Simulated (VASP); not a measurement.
# Mo (P6/mmm) in VASP: further runs

Runs on Mo. Level: LDA. Tasks: single point.

Everything below comes from runs of VASP 6.6.1. Logs are shortened: lines on timing, memory, paths and dates and some standing lists are left out, and cuts for length are marked.

### 1 The cell of the first run

The structure is hexagonal, space group P6/mmm (No. 191). Conventional cell: a = 2.680 Å, b = 2.680 Å, c = 2.503 Å, α = 90.00°, β = 90.00°, γ = 120.00°. Within 3.3 Å of Mo (site symmetry 6/mmm) lie 8 Mo at 2.50 to 2.68 Å.

### 2 Single point, LDA

Input file INCAR:

```
SYSTEM = Mo
ALGO = Normal
EDIFF = 1E-6
ENCUT = 520
ISIF = 2
ISMEAR = -1
LASPH = .TRUE.
LCHARG = .FALSE.
LREAL = .FALSE.
LWAVE = .FALSE.
NBANDS = 13
NELM = 60
PREC = Accurate
SIGMA = 0.15
```

Input file KPOINTS:

```
k-points
0
G
  12 12 11
  0 0 0
```

Input file POSCAR:

```
Mo
1.0
    2.6796679881      0.0000000000      0.0000000000
   -1.3398339940      2.3206605526      0.0000000000
    0.0000000000      0.0000000000      2.5030195190
Mo
1
Direct
    0.0000000000      0.0000000000      0.5000000000
```

Potentials or basis: VASP PAW LDA potentials, release 64 (Mo_sv).

On the command line:

```
$ cat potpaw_LDA.64/Mo_sv/POTCAR > POTCAR
$ mpirun -np 1 vasp_std > vasp.out
```

OUTCAR:

```text
SYSTEM = Mo
   EDIFF = 1E-6
   ENCUT = 520
   ISIF = 2
   ISMEAR = -1
   LASPH = .TRUE.
   LREAL = .FALSE.
   NELM = 60
   PREC = Accurate

 ion  position               nearest neighbor table
   1  0.000  0.000  0.500-

  LATTYP: Found a hexagonal cell.
 ALAT       =     2.6796679881
 C/A-ratio  =     0.9340782254

  Lattice vectors:

 A1 = (   2.6796679881,   0.0000000000,   0.0000000000)
 A2 = (  -1.3398339940,   2.3206605526,   0.0000000000)
 A3 = (   0.0000000000,   0.0000000000,   2.5030195190)

Analysis of symmetry for initial positions (statically):
=====================================================================
 Subroutine PRICEL returns:
 Original cell was already a primitive cell.

 Routine SETGRP: Setting up the symmetry group for a
 hexagonal supercell.

 Subroutine GETGRP returns: Found 24 space group operations
 (whereof 24 operations were pure point group operations)
 out of a pool of 24 trial point group operations.

The static configuration has the point symmetry D_6h.

Analysis of symmetry for dynamics (positions and initial velocities):
=====================================================================
 Subroutine PRICEL returns:
 Original cell was already a primitive cell.

 Routine SETGRP: Setting up the symmetry group for a
 hexagonal supercell.

 Subroutine GETGRP returns: Found 24 space group operations
 (whereof 24 operations were pure point group operations)
 out of a pool of 24 trial point group operations.

The dynamic configuration has the point symmetry D_6h.

 Subroutine INISYM returns: Found 24 space group operations
 (whereof 24 operations are pure point group operations),
 and found     1 'primitive' translations

----------------------------------------------------------------------------------------

                                     Primitive cell

  volume of cell :      15.5653

  direct lattice vectors                    reciprocal lattice vectors
     2.679667988  0.000000000  0.000000000     0.373180560  0.215455897  0.000000000
    -1.339833994  2.320660553  0.000000000     0.000000000  0.430911793  0.000000000
     0.000000000  0.000000000  2.503019519     0.000000000  0.000000000  0.399517460

  length of vectors
     2.679667988  2.679667989  2.503019519     0.430911793  0.430911793  0.399517460

  position of ions in fractional coordinates (direct lattice)
     0.000000000  0.000000000  0.500000000

  ion indices of the primitive-cell ions
   primitive index   ion index
                 1           1

----------------------------------------------------------------------------------------

 KPOINTS: k-points

Automatic generation of k-mesh.
 Grid dimensions read from file:
 generate k-points for:   12   12   11

 Generating k-lattice:

  Cartesian coordinates                     Fractional coordinates (reciprocal lattice)
     0.031098380  0.017954658  0.000000000     0.083333333  0.000000000  0.000000000
     0.000000000  0.035909316  0.000000000     0.000000000  0.083333333  0.000000000
     0.000000000  0.000000000  0.036319769     0.000000000  0.000000000  0.090909091

  Length of vectors
     0.035909316  0.035909316  0.036319769

  Shift w.r.t. Gamma in fractional coordinates (k-lattice)
     0.000000000  0.000000000  0.000000000

 Subroutine IBZKPT returns following result:
 ===========================================

 Found    114 irreducible k-points:

 Following reciprocal coordinates:
            Coordinates               Weight
  0.000000  0.000000  0.000000      1.000000
  0.083333  0.000000  0.000000      6.000000
  0.166667  0.000000  0.000000      6.000000
  0.250000  0.000000  0.000000      6.000000
  0.333333  0.000000  0.000000      6.000000
  0.416667  0.000000  0.000000      6.000000
[... 16 lines left out ...]
  0.250000  0.000000  0.090909     12.000000
  0.333333  0.000000  0.090909     12.000000
 [... further k-points ...]
   k-points           NKPTS =    114   k-points in BZ     NKDIM =    114   number of bands    NBANDS=     13
   number of dos      NEDOS =    301   number of ions     NIONS =      1
   total plane-waves  NPLWV =   8000
   dimension x,y,z NGX =    20 NGY =   20 NGZ =   20
   dimension x,y,z NGXF=    40 NGYF=   40 NGZF=   40
   ions per type =               1
   NGX,Y,Z   is equivalent  to a cutoff of  12.41, 12.41, 13.28 a.u.
   NGXF,Y,Z  is equivalent  to a cutoff of  24.82, 24.82, 26.57 a.u.
 SYSTEM =  Mo
   PREC   = accura    normal or accurate (medium, high low for compatibility)
   ISTART =      0    job   : 0-new  1-cont  2-samecut
   ICHARG =      2    charge: 1-file 2-atom 10-const
   ISPIN  =      1    spin polarized calculation?
   LNONCOLLINEAR =      F non collinear calculations
   LSORBIT =      F    spin-orbit coupling
   LASPH  =      T    aspherical Exc in radial PAW
   ENCUT  =  520.0 eV  38.22 Ry    6.18 a.u.   4.98  4.98  4.65*2*pi/ulx,y,z
   NELM   =     60;   NELMIN=  2; NELMDL= -5     # of ELM steps
[... 116 lines left out ...]
     12      30.1597      0.00000
     13      30.5675      0.00000

 k-point     5 :       0.3333    0.0000    0.0000
  band No.  band energies     occupation
      1     -48.1094      2.00000
      2     -22.9070      2.00000
      3     -21.9139      2.00000
      4     -21.4169      2.00000
      5       7.4721      2.00000
      6       8.5578      2.00000
      7      11.7177      1.98249
      8      14.0755      0.00003
      9      15.1670      0.00000
     10      16.3000      0.00000
     11      25.1225      0.00000
     12      28.4993      0.00000
     13      31.1528      0.00000

 k-point     6 :       0.4167    0.0000    0.0000
  band No.  band energies     occupation
      1     -48.0547      2.00000
      2     -23.1998      2.00000
      3     -21.9835      2.00000
      4     -21.3811      2.00000
      5       7.2174      2.00000
      6       8.9168      2.00000
      7      13.0698      0.02719
      8      13.5680      0.00099
      9      16.1698      0.00000
     10      16.5804      0.00000
     11      23.8389      0.00000
     12      26.9987      0.00000
     13      30.0605      0.00000

 k-point     7 :       0.5000    0.0000    0.0000
  band No.  band energies     occupation
      1     -48.0345      2.00000
      2     -23.3053      2.00000
      3     -22.0088      2.00000
      4     -21.3679      2.00000
      5       7.0918      2.00000
      6       9.0780      2.00000
      7      13.3921      0.00321
      8      13.6759      0.00048
      9      16.1229      0.00000
     10      17.2224      0.00000
     11      23.3725      0.00000
     12      26.3221      0.00000
     13      29.3981      0.00000
[... 193 lines left out ...]
 k-point    20 :       0.0000    0.0000    0.0909
  band No.  band energies     occupation
      1     -48.3042      2.00000
      2     -21.7405      2.00000
      3     -21.6040      2.00000
      4     -21.6040      2.00000
      5       5.6896      2.00000
      6       8.0786      2.00000
      7      11.4378      1.99727
      8      11.4378      1.99727
      9      16.4863      0.00000
     10      16.4863      0.00000
     11      25.6141      0.00000
     12      27.4607      0.00000
     13      34.4164      0.00000

 k-point    21 :       0.0833    0.0000    0.0909
  band No.  band energies     occupation
      1     -48.2851      2.00000
      2     -21.7356      2.00000
      3     -21.7162      2.00000
      4     -21.6309      2.00000
      5       5.9814      2.00000
      6       8.1988      2.00000
      7      11.1532      1.99959
      8      11.7086      1.98351
      9      16.1473      0.00000
     10      16.4261      0.00000
     11      26.2825      0.00000
     12      27.9944      0.00000
     13      33.0784      0.00000

 k-point    22 :       0.1667    0.0000    0.0909
  band No.  band energies     occupation
      1     -48.2327      2.00000
      2     -22.0490      2.00000
      3     -21.7035      2.00000
      4     -21.6886      2.00000
      5       6.7256      2.00000
      6       8.5199      2.00000
      7      10.5948      1.99999
      8      12.4955      0.77594
      9      15.3542      0.00000
     10      16.2661      0.00000
     11      27.7964      0.00000
     12      29.1823      0.00000
     13      31.1152      0.00000

 k-point    23 :       0.2500    0.0000    0.0909
  band No.  band energies     occupation
      1     -48.1602      2.00000
      2     -22.4748      2.00000
      3     -21.8012      2.00000
      4     -21.6374      2.00000
      5       7.4858      2.00000
      6       8.7437      2.00000
      7      10.6007      1.99999
      8      13.7126      0.00038
      9      14.5294      0.00000
     10      16.0591      0.00000
     11      27.4174      0.00000
     12      29.9760      0.00000
     13      30.8579      0.00000

 k-point    24 :       0.3333    0.0000    0.0909
  band No.  band energies     occupation
      1     -48.0866      2.00000
      2     -22.8849      2.00000
      3     -21.8974      2.00000
      4     -21.5857      2.00000
      5       7.6058      2.00000
      6       8.9654      2.00000
      7      11.3779      1.99817
      8      14.1916      0.00002
      9      15.1574      0.00000
     10      15.8951      0.00000
     11      25.5291      0.00000
     12      29.1833      0.00000
     13      30.2987      0.00000

 [... further k-points ...]
[... 5 lines left out ...]
  --------------------------------------------------------------------------------------
  -------------------------------------------------------------------------------------
  Total        1.1134268      1.1134268     -0.2118613      0.0000000     -0.0000000      0.0000000
  in kB      114.6081216    114.6081217    -21.8074788      0.0000000     -0.0000000      0.0000000
  external PRESSURE =      69.1362548 kB  Pullay stress =       0.0000000 kB

 VOLUME and BASIS-vectors are now :
 -----------------------------------------------------------------------------
  energy-cutoff  :      520.00
  volume of cell :       15.57
      direct lattice vectors                 reciprocal lattice vectors
     2.679667988  0.000000000  0.000000000     0.373180560  0.215455897  0.000000000
    -1.339833994  2.320660553  0.000000000     0.000000000  0.430911793  0.000000000
     0.000000000  0.000000000  2.503019519     0.000000000  0.000000000  0.399517460

 POSITION                                       TOTAL-FORCE (eV/Angst)
 -----------------------------------------------------------------------------------
      0.00000      0.00000      1.25151        -0.000000      0.000000      0.000000
 -----------------------------------------------------------------------------------
    total drift:                               -0.000000      0.000000     -0.000000

  FREE ENERGIE OF THE ION-ELECTRON SYSTEM (eV)
  ---------------------------------------------------
  free  energy   TOTEN  =       -11.2618920998 eV

  energy  without entropy=      -11.1946531570  energy(sigma->0) =      -11.22827263
```

Run time: 13 s. Hardware: 1 thread of Intel Xeon 6975P-C, shared host; peak memory 0.13 GiB.

Results:

| Property | Result |
| --- | --- |
| Free energy | -11.2619 eV |
| Pressure | 6.9 GPa |
| Band gap on the k mesh | zero (band 7 reaches 13.39 eV, above the bottom of band 8 at 11.37 eV) |

### 3 Single point, LDA

This run uses another cell than the first one, of 16.06 Å³/atom, 1.032 times its volume.

Input file INCAR:

```
SYSTEM = Mo
PREC     = Accurate       ! precision mode
ENCUT    = 520            ! plane-wave cutoff, eV
EDIFF    = 1E-7           ! SCF threshold, eV
ISMEAR   = -1             ! smearing method
SIGMA    = 0.15           ! smearing width, eV
LREAL    = .FALSE.        ! projectors in reciprocal space
LASPH    = .TRUE.         ! aspherical terms in the spheres
NELM     = 100            ! most SCF steps
ALGO     = Normal         ! electronic algorithm
ISIF     = 2              ! what is computed and relaxed
LWAVE    = .FALSE.        ! write WAVECAR
LCHARG   = .FALSE.        ! write CHGCAR
NBANDS   = 13             ! bands
```

Input file KPOINTS:

```
Automatic mesh
0
G
  12 12 11
  0 0 0
```

Input file POSCAR:

```
Mo
1.0
    2.7078770925      0.0000000000      0.0000000000
   -1.3539385463      2.3450903537      0.0000000000
    0.0000000000      0.0000000000      2.5293690292
Mo
1
Direct
    0.0000000000      0.0000000000      0.5000000000
```

Potentials or basis: VASP PAW LDA potentials, release 64 (Mo_sv).

On the command line:

```
$ cat potpaw_LDA.64/Mo_sv/POTCAR > POTCAR
$ mpirun -np 1 vasp_std > vasp.out
```

It took 14 s on 1 thread of Intel Xeon 6975P-C, shared host; peak memory 0.13 GiB.

The run converged. Its results:

* Free energy: -11.2714 eV
* Pressure: -0.8 GPa
* Band gap on the k mesh: zero (band 7 reaches 12.87 eV, above the bottom of band 8 at 10.94 eV)

Stress tensor (GPa, compression positive):
```
 3.29  0.00  0.00
 0.00  3.29  0.00
 0.00  0.00 -8.99
```

Levels at points of the mesh, in eV from the Fermi level:
```csv
k point,band 5,band 6,band 7,band 8,band 9,band 10
"(0.00, 0.00, 0.00)",-6.91,-4.53,-0.99,-0.99,4.25,4.25
"(0.50, 0.00, 0.00)",-5.14,-3.26,0.94,1.15,3.54,4.59
```

### 4 Single point, LDA

This run uses another cell than the first one, of 16.56 Å³/atom, 1.064 times its volume.

Input file INCAR:

```
SYSTEM = Mo
  PREC = Accurate
  ENCUT = 520
  EDIFF = 1E-6
  ISMEAR = -1
  SIGMA = 0.15
  LREAL = .FALSE.
  LASPH = .TRUE.
  NELM = 80
  ALGO = Normal
  ISIF = 2
  LWAVE = .FALSE.
  LCHARG = .FALSE.
  NBANDS = 13
```

Input file KPOINTS:

```
regular mesh
0
G
  12 12 11
  0 0 0
```

Input file POSCAR:

```
Mo
1.0
    2.7355104000      0.0000000000      0.0000000000
   -1.3677552000      2.3690215000      0.0000000000
    0.0000000000      0.0000000000      2.5551807000
Mo
1
Direct
    0.0000000000      0.0000000000      0.5000000000
```

On the command line:

```
$ cat potpaw_LDA.64/Mo_sv/POTCAR > POTCAR
$ mpirun -np 1 vasp_std > vasp.out
```

Run time: 12 s. Hardware: 1 thread of Intel Xeon 6975P-C, shared host; peak memory 0.13 GiB.

It converged, with:

```
Free energy            : -11.2586 eV
Pressure               : -7.4 GPa
Band gap on the k mesh : zero (band 7 reaches 12.38 eV, above the bottom of band 8 at 10.52 eV)
```

Stress tensor (GPa, compression positive):
```
 -3.75   0.00   0.00
  0.00  -3.75   0.00
  0.00   0.00 -14.72
```

Levels at points of the mesh, in eV from the Fermi level:
```
           k point  band 5  band 6  band 7  band 8  band 9  band 10
(0.00, 0.00, 0.00)   -6.81   -4.36   -0.94   -0.94    4.07     4.07
(0.50, 0.00, 0.00)   -4.95   -3.18    0.92    1.07    3.39     4.41
```

### 5 Single point, LDA

This run uses another cell than the first one, of 17.06 Å³/atom, 1.096 times its volume.

Input file INCAR:

```
ALGO     = Normal         # electronic algorithm
EDIFF    = 1E-6           # SCF threshold, eV
ENCUT    = 520            # plane-wave cutoff, eV
GGA      = CA             # functional
ISIF     = 2              # what is computed and relaxed
ISMEAR   = -1             # smearing method
LASPH    = True           # aspherical terms in the spheres
LCHARG   = False          # write CHGCAR
LREAL    = False          # projectors in reciprocal space
LWAVE    = False          # write WAVECAR
NBANDS   = 13             # bands
NELM     = 100            # most SCF steps
PREC     = Accurate       # precision mode
SIGMA    = 0.15           # smearing width, eV
```

Input file KPOINTS:

```
k-points
0
Gamma
  12 12 11
```

Input file POSCAR:

```
Mo
1.0
    2.7625964229      0.0000000000      0.0000000000
   -1.3812982115      2.3924786839      0.0000000000
    0.0000000000      0.0000000000      2.5804811642
Mo
1
Direct
    0.0000000000      0.0000000000      0.5000000000
```

On the command line:

```
$ cat potpaw_LDA.64/Mo_sv/POTCAR > POTCAR
$ mpirun -np 1 vasp_std > vasp.out
```

It took 11 s on 1 thread of Intel Xeon 6975P-C, shared host; peak memory 0.14 GiB.

Results (log left out):

- Free energy: -11.2270 eV
- Pressure: -13.0 GPa
- Band gap on the k mesh: zero (band 7 reaches 11.91 eV, above the bottom of band 8 at 10.13 eV)

Stress tensor (GPa, compression positive):
```
 -9.75   0.00   0.00
  0.00  -9.75   0.00
  0.00   0.00 -19.53
```

Levels at points of the mesh, in eV from the Fermi level:
| k point | band 3 | band 4 | band 5 | band 6 | band 7 | band 8 | band 9 | band 10 | band 11 | band 12 |
| --- | --- | --- | --- | --- | --- | --- | --- | --- | --- | --- |
| (0.00, 0.00, 0.00) | -34.22 | -34.19 | -6.71 | -4.21 | -0.89 | -0.89 | 3.89 | 3.89 | 12.98 | 15.43 |
| (0.50, 0.00, 0.00) | -34.52 | -34.05 | -4.78 | -3.10 | 0.90 | 1.00 | 3.25 | 4.23 | 9.75 | 13.14 |

### 6 Single point, LDA

This run uses another cell than the first one, of 17.55 Å³/atom, 1.128 times its volume.

Input file INCAR:

```
SYSTEM = Mo
  PREC = Accurate
  ENCUT = 520
  EDIFF = 1E-6
  ISMEAR = -1
  SIGMA = 0.15
  LREAL = .False.
  LASPH = .True.
  NELM = 80
  ALGO = Normal
  ISIF = 2
  LWAVE = .False.
  LCHARG = .False.
  GGA = CA
  NBANDS = 13
```

Input file KPOINTS:

```
regular mesh
0
Gamma
  12 12 11
  0 0 0
```

Input file POSCAR:

```
Mo
1.0
    2.7891614797      0.0000000000      0.0000000000
   -1.3945807399      2.4154846980      0.0000000000
    0.0000000000      0.0000000000      2.6052950053
Mo
1
Direct
    0.0000000000      0.0000000000      0.5000000000
```

Potentials or basis: VASP PAW LDA potentials, release 64 (Mo_sv).

On the command line:

```
$ cat potpaw_LDA.64/Mo_sv/POTCAR > POTCAR
$ mpirun -np 1 vasp_std > vasp.out
```

Wall time 12 s (1 thread of Intel Xeon 6975P-C, shared host); peak memory 0.14 GiB.

The run converged. Its results:

```
Free energy            : -11.1794 eV
Pressure               : -17.8 GPa
Band gap on the k mesh : zero (band 7 reaches 11.47 eV, above the bottom of band 8 at 9.75 eV)
```

Stress tensor (GPa, compression positive):
```
-14.89   0.00   0.00
  0.00 -14.89   0.00
  0.00   0.00 -23.59
```

Levels at points of the mesh, in eV from the Fermi level:
| k point | band 5 | band 6 | band 7 | band 8 | band 9 | band 10 |
| --- | --- | --- | --- | --- | --- | --- |
| (0.00, 0.00, 0.00) | -6.62 | -4.06 | -0.84 | -0.84 | 3.73 | 3.73 |
| (0.50, 0.00, 0.00) | -4.62 | -3.02 | 0.87 | 0.94 | 3.12 | 4.06 |

### 7 Overview

```csv
cell,gap on the mesh (eV),pressure (GPa)
"a = 2.680, b = 2.680, c = 2.503 Å, angles 90.0, 90.0, 120.0°, 1 atom",none,6.9
"a = 2.708, b = 2.708, c = 2.529 Å, angles 90.0, 90.0, 120.0°, 1 atom",none,-0.8
"a = 2.736, b = 2.736, c = 2.555 Å, angles 90.0, 90.0, 120.0°, 1 atom",none,-7.4
"a = 2.763, b = 2.763, c = 2.580 Å, angles 90.0, 90.0, 120.0°, 1 atom",none,-13.0
"a = 2.789, b = 2.789, c = 2.605 Å, angles 90.0, 90.0, 120.0°, 1 atom",none,-17.8
```

Alike in all rows: task single point; level LDA; potentials or basis VASP PAW LDA potentials, release 64 (Mo_sv); no spin polarisation; k mesh 12 × 12 × 11; cutoff (eV) 520; smearing fermi-dirac 0.15 eV.

Absolute energies hang on the potentials; compare differences alone.
